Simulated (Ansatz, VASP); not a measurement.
**CuO, level by level in two programs**

```
Cu O
1.0
     2.32613   -1.69981    0.00000
     2.32613    1.69981    0.00000
    -0.84432    0.00000    5.02392
Cu O
2 2
Direct
  0.50000 0.00000 0.50000
  0.00000 0.50000 0.00000
  0.41840 0.58160 0.75000
  0.58160 0.41840 0.25000
```

Single points on this cell with VASP 6.6.1 and Ansatz 0.2.0. Each row is one pair of runs. Alike in all rows: spin: off; k mesh: 10 × 10 × 5; smearing: fermi-dirac, width 0.05 eV; VASP's potentials, cutoff: VASP PAW PBE potentials, release 64 (Cu, O), 520 eV; Ansatz's potentials, cutoff: Ansatz PAW, 420 eV.

```tsv
level	gap on the k mesh at the Fermi level (eV), VASP	gap on the k mesh at the Fermi level (eV), Ansatz	pressure (GPa), VASP	pressure (GPa), Ansatz	rms of the force components (eV/Å), VASP	rms of the force components (eV/Å), Ansatz
BLYP	none	none	17.7	16.7	0.043	0.066
SVWN5	none	?	-5.6	?	0.152	?
PBE+D3(BJ)	none	none	5.7	5.0	0.063	0.081
```

Q: Fill in what Ansatz gave in row 2.

A: gap on the k mesh at the Fermi level (eV): none; pressure (GPa): -6.3; rms of the force components (eV/Å): 0.169.

VASP's potentials hold 34 valence electrons a cell and Ansatz's 50, so a difference there can come from the potentials and not from the codes.

A gap of «none» marks a metal or a gap that the smearing closes.
